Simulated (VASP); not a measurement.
# TePb (Fm-3m) in VASP: further runs, part 2 of 2

VASP 6.6.1. Earlier steps stand in the parts before.

### Step 5. Single point, revPBE

This run uses another cell than the first one, of 35.08 Å³/atom, 1.040 times its volume.

Input file INCAR:

```
SYSTEM = TePb
  PREC = Accurate
  ENCUT = 520
  EDIFF = 1E-6
  ISMEAR = -1
  SIGMA = 0.05
  LREAL = .FALSE.
  LASPH = .TRUE.
  NELM = 100
  ALGO = Normal
  ISIF = 2
  LWAVE = .FALSE.
  LCHARG = .FALSE.
  GGA = RE
  NBANDS = 17
```

Input file KPOINTS:

```
regular mesh
0
G
  7 7 7
  0 0 0
```

Input file POSCAR:

```
TePb
1.0
    0.0000000000      3.2735180337      3.2735180337
    3.2735180337      0.0000000000      3.2735180337
    3.2735180337      3.2735180337      0.0000000000
Pb Te
1 1
Direct
    0.0000000000      0.0000000000      0.0000000000
    0.5000000000      0.5000000000      0.5000000000
```

Potentials or basis: VASP PAW PBE potentials, release 64 (Pb_d, Te).

The run is started by

```console
> cat potpaw_PBE.64/Pb_d/POTCAR potpaw_PBE.64/Te/POTCAR > POTCAR
> mpirun -np 1 vasp_std > vasp.out
```

OUTCAR:

```text
SYSTEM = TePb
   PREC = Accurate
   ENCUT = 520
   EDIFF = 1E-6
   ISMEAR = -1
   LREAL = .FALSE.
   LASPH = .TRUE.
   NELM = 100
   ISIF = 2
   GGA = RE

 ion  position               nearest neighbor table
   1  0.000  0.000  0.000-   2 3.27   2 3.27   2 3.27   2 3.27   2 3.27   2 3.27
   2  0.500  0.500  0.500-   1 3.27   1 3.27   1 3.27   1 3.27   1 3.27   1 3.27

  LATTYP: Found a face centered cubic cell.
 ALAT       =     6.5470360674

  Lattice vectors:

[... 577 lines left out ...]
     17      15.8850      0.00000

------------------------ aborting loop because EDIFF is reached ----------------------------------------

  FORCE on cell =-STRESS in cart. coord.  units (eV):
  Direction    XX          YY          ZZ          XY          YZ          ZX
  --------------------------------------------------------------------------------------
  -------------------------------------------------------------------------------------
  Total        0.6012160      0.6012160      0.6012160     -0.0000000      0.0000000      0.0000000
  in kB       13.7298850     13.7298850     13.7298850     -0.0000000      0.0000000      0.0000000
  external PRESSURE =      13.7298850 kB  Pullay stress =       0.0000000 kB

 VOLUME and BASIS-vectors are now :
 -----------------------------------------------------------------------------
  energy-cutoff  :      520.00
  volume of cell :       70.16
      direct lattice vectors                 reciprocal lattice vectors
     0.000000000  3.273518034  3.273518034    -0.152740872  0.152740872  0.152740872
     3.273518034  0.000000000  3.273518034     0.152740872 -0.152740872  0.152740872
     3.273518034  3.273518034  0.000000000     0.152740872  0.152740872 -0.152740872

 POSITION                                       TOTAL-FORCE (eV/Angst)
 -----------------------------------------------------------------------------------
      0.00000      0.00000      0.00000        -0.000000     -0.000000     -0.000000
      3.27352      3.27352      3.27352         0.000000      0.000000      0.000000
 -----------------------------------------------------------------------------------
    total drift:                               -0.000000      0.000000      0.000000

  FREE ENERGIE OF THE ION-ELECTRON SYSTEM (eV)
  ---------------------------------------------------
  free  energy   TOTEN  =        -6.9174440271 eV

  energy  without entropy=       -6.9174429381  energy(sigma->0) =       -6.91744348
```

OSZICAR:

```text
N       E                     dE             d eps       ncg     rms          rms(c)
DAV:   1     0.151109253241E+03    0.15111E+03   -0.90441E+03   680   0.112E+03
DAV:   2     0.346083479230E+01   -0.14765E+03   -0.14290E+03   702   0.292E+02
DAV:   3    -0.676387515870E+01   -0.10225E+02   -0.10175E+02   924   0.832E+01
DAV:   4    -0.703902343990E+01   -0.27515E+00   -0.27502E+00   846   0.154E+01
DAV:   5    -0.704876755060E+01   -0.97441E-02   -0.97433E-02   951   0.256E+00    0.311E+00
DAV:   6    -0.691505211845E+01    0.13372E+00   -0.30281E-01   957   0.358E+00    0.191E+00
DAV:   7    -0.691376951105E+01    0.12826E-02   -0.95927E-02   815   0.143E+00    0.927E-01
DAV:   8    -0.691755540658E+01   -0.37859E-02   -0.12687E-02   797   0.112E+00    0.179E-01
DAV:   9    -0.691731303338E+01    0.24237E-03   -0.16967E-03   969   0.437E-01    0.871E-02
DAV:  10    -0.691743168000E+01   -0.11865E-03   -0.29500E-04   782   0.113E-01    0.181E-02
DAV:  11    -0.691744456857E+01   -0.12889E-04   -0.71153E-05   947   0.757E-02    0.174E-02
DAV:  12    -0.691744402712E+01    0.54144E-06   -0.41355E-06   750   0.109E-02
   1 F= -.69174440E+01 E0= -.69174435E+01  d E =-.108904E-05
```

Wall time 28 s (1 thread of Intel Xeon 6975P-C, shared host); peak memory 0.21 GiB.

What came out:

```yaml
Free_energy: -6.9174 eV
Pressure: 1.4 GPa
```

Caveat: this odd mesh misses L, where the gap lies, so gap, dielectric constants and Born charges aren't listed; the PAW data sets were made with another functional, which shifts forces and pressure a little; spin-orbit coupling is left out, which moves the levels of the heavy elements.

### Step 6. Single point, BLYP+D3(BJ)

This run uses another cell than the first one, of 35.08 Å³/atom, 1.040 times its volume.

Input file INCAR:

```
SYSTEM = TePb
PREC = Accurate
ENCUT = 520
EDIFF = 1E-6
ISMEAR = -1
SIGMA = 0.05
LREAL = .False.
LASPH = .True.
NELM = 80
ALGO = Normal
ISIF = 2
LWAVE = .False.
LCHARG = .True.
GGA = B5
ALDAX = 1.0
AGGAX = 1.0
AGGAC = 1.0
ALDAC = 0.0
IVDW = 12
VDW_S6 = 1.0
VDW_S8 = 2.6996
VDW_A1 = 0.4298
VDW_A2 = 4.2359
LELF = .True.
LVHAR = .True.
NBANDS = 17
```

Input file KPOINTS:

```
Automatic mesh
0
Gamma
  7 7 7
  0 0 0
```

POSCAR is that of step 5.

Potentials or basis: VASP PAW PBE potentials, release 64 (Pb_d, Te).

The run is started by

```console
> cat potpaw_PBE.64/Pb_d/POTCAR potpaw_PBE.64/Te/POTCAR > POTCAR
> mpirun -np 1 vasp_std > vasp.out
```

Run time: 45 s. Hardware: 1 thread of Intel Xeon 6975P-C, shared host; peak memory 0.22 GiB.

Results (log left out):

```
Free energy                : -8.1732 eV
Pressure                   : -0.7 GPa
Dispersion energy per atom : -0.923 eV
```

Levels at points of the mesh, in eV from the Fermi level:
```tsv
k point	band 7	band 8	band 9	band 10	band 11	band 12	band 13	band 14
(0.00, 0.00, 0.00)	-6.30	-1.70	-1.70	-1.70	3.46	3.46	3.46	5.60
```

Caveat: this odd mesh misses L, where the gap lies, so gap, dielectric constants and Born charges aren't listed; the PAW data sets were made with another functional, which shifts forces and pressure a little; spin-orbit coupling is left out, which moves the levels of the heavy elements.

### Step 7. The runs side by side

| level | cell | pressure (GPa) |
| --- | --- | --- |
| BLYP+D3(BJ) | a = 4.569 Å, angles 60.0°, 2 atoms | 0.7 |
| BLYP+D3(BJ) | a = 4.600 Å, angles 60.0°, 2 atoms | -0.1 |
| PBE+D4 | a = 4.629 Å, angles 60.0°, 2 atoms | -1.0 |
| revPBE | a = 4.629 Å, angles 60.0°, 2 atoms | 1.4 |
| BLYP+D3(BJ) | a = 4.629 Å, angles 60.0°, 2 atoms | -0.7 |

Alike in all rows: task single point; potentials or basis VASP PAW PBE potentials, release 64 (Pb_d, Te); no spin polarisation; k mesh 7 × 7 × 7; cutoff (eV) 520; smearing fermi-dirac 0.05 eV.

Caveats: spin-orbit coupling is left out, which moves the levels of the heavy elements; the PAW data sets were made with another functional, which shifts forces and pressure a little (some runs).

Absolute energies hang on the potentials; compare differences alone.
